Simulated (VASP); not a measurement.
Wanted: the native input for a VASP 6.6.1 run.

```yaml
Task: single point
Functional: PBE
Potentials_or_basis: VASP PAW PBE potentials, release 64 (Y_sv, Tl_d, C, Au, N)
Cutoff: 520 eV
k_mesh: 4 × 4 × 4
Occupations: gaussian, width 0.1 eV
Spin: no spin polarisation
Dipole_correction: no
Further_INCAR_settings: LREAL = Auto; ALGO = Normal; EDIFF = 1e-06; NBANDS = 65
```

The structure of YTl2AuC6N6 lies in POSCAR:

```
YTl2AuC6N6
1.0
    0.0000000000      5.2835000000      5.2835000000
    5.2835000000      0.0000000000      5.2835000000
    5.2835000000      5.2835000000      0.0000000000
Y Tl C Au N
1 2 6 1 6
Direct
    0.0000000000      0.0000000000      0.0000000000
    0.2500000000      0.2500000000      0.2500000000
    0.7500000000      0.7500000000      0.7500000000
    0.8007002900      0.1992997100      0.1992997100
    0.1992997100      0.8007002900      0.1992997100
    0.1992997100      0.1992997100      0.8007002900
    0.1992997100      0.8007002900      0.8007002900
    0.8007002900      0.1992997100      0.8007002900
    0.8007002900      0.8007002900      0.1992997100
    0.5000000000      0.5000000000      0.5000000000
    0.6899782300      0.3100217700      0.3100217700
    0.3100217700      0.6899782300      0.3100217700
    0.3100217700      0.3100217700      0.6899782300
    0.3100217700      0.6899782300      0.6899782300
    0.6899782300      0.3100217700      0.6899782300
    0.6899782300      0.6899782300      0.3100217700
```

The input as run:

INCAR

```
SYSTEM = YTl2AuC6N6
PREC     = Accurate       ! precision mode
ENCUT    = 520            ! plane-wave cutoff, eV
EDIFF    = 1E-6           ! SCF threshold, eV
ISMEAR   = 0              ! smearing method
SIGMA    = 0.1            ! smearing width, eV
LREAL    = Auto         
LASPH    = .TRUE.         ! aspherical terms in the spheres
NELM     = 80             ! most SCF steps
ALGO     = Normal         ! electronic algorithm
ISIF     = 2              ! what is computed and relaxed
LWAVE    = .FALSE.        ! write WAVECAR
LCHARG   = .FALSE.        ! write CHGCAR
GGA      = PE             ! functional
NBANDS   = 65             ! bands
```

KPOINTS

```
Automatic mesh
0
G
  4 4 4
  0 0 0
```

Potentials or basis: VASP PAW PBE potentials, release 64 (Y_sv, Tl_d, C, Au, N).

The run is started by

```bash
$ cat potpaw_PBE.64/Y_sv/POTCAR potpaw_PBE.64/Tl_d/POTCAR potpaw_PBE.64/C/POTCAR potpaw_PBE.64/Au/POTCAR potpaw_PBE.64/N/POTCAR > POTCAR
$ mpirun -np 1 vasp_std > vasp.out
```

It gave:

```
Pressure               : 23.4 GPa
Largest force          : 3.324 eV/Å
Band gap on the k mesh : zero (band 51 reaches 3.53 eV, above the bottom of band 52 at 3.49 eV)
```

Caveat: spin-orbit coupling is left out, which moves the levels of the heavy elements; forces of over 1 eV/Å act on the atoms, so gaps and moduli don't describe the material at rest.

It took 6.7 min on 1 thread of Intel(R) Xeon(R) Platinum 8375C CPU @ 2.90GHz (Ice Lake), with other jobs on the host, peak memory 0.49 GiB.
